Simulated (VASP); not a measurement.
Be: electric field gradients with PBE

Be:

```xyz
2
Lattice="2.2548 0.0000 0.0000 -1.1274 1.9528 0.0000 0.0000 0.0000 3.7449" Properties=species:S:1:pos:R:3 pbc="T T T"
Be    0.0000    1.3018    0.9362
Be    1.1274    0.6509    2.8087
```

This cell differs from its parent crystal: z stretched by +4 % at fixed volume.

```json
{
 "Program": "VASP 6.6.1",
 "Task": "electric field gradients",
 "Functional": "PBE",
 "Potentials or basis": "VASP PAW PBE potentials, release 64 (Be)",
 "Cutoff": "520 eV",
 "k mesh": "20 × 20 × 11",
 "Occupations": "fermi-dirac, width 0.05 eV",
 "Spin": "no spin polarisation",
 "Dipole correction": "no",
 "Further INCAR settings": "ALGO = Normal; EDIFF = 1e-08; NBANDS = 9"
}
```

The pressure is -4.8 GPa, the band gap on the k mesh is zero (bands 2 and 3 overlap by 0.98 eV) and the largest electric field gradient by atom is Be +0.7 V/Å².

Stress tensor (GPa, compression positive):
```
  1.33   0.00   0.00
  0.00   1.33   0.00
  0.00   0.00 -17.02
```

Levels at points of the mesh, in eV from the Fermi level:
| k point | band 1 | band 2 | band 3 | band 4 | band 5 |
| --- | --- | --- | --- | --- | --- |
| (0.00, 0.00, 0.00) | -11.17 | -4.79 | 0.05 | 16.48 | 16.48 |
| (0.50, 0.00, 0.00) | -4.73 | -2.93 | 3.44 | 5.85 | 6.13 |

Electric field gradients, principal values (V/Å²):
| atom | least | middle | greatest (by size) |
| --- | --- | --- | --- |
| 1 Be | -0.341 | -0.341 | 0.683 |
| 2 Be | -0.341 | -0.341 | 0.683 |

It took 13 s on 1 thread of Intel(R) Xeon(R) 6975P-C (Granite Rapids) (shared host), peak memory 0.14 GiB.

Caveat: the cell stands under tension; without QUAD_EFG the Cq values of the log hold for a quadrupole moment of 1 mb, not for the nuclei.
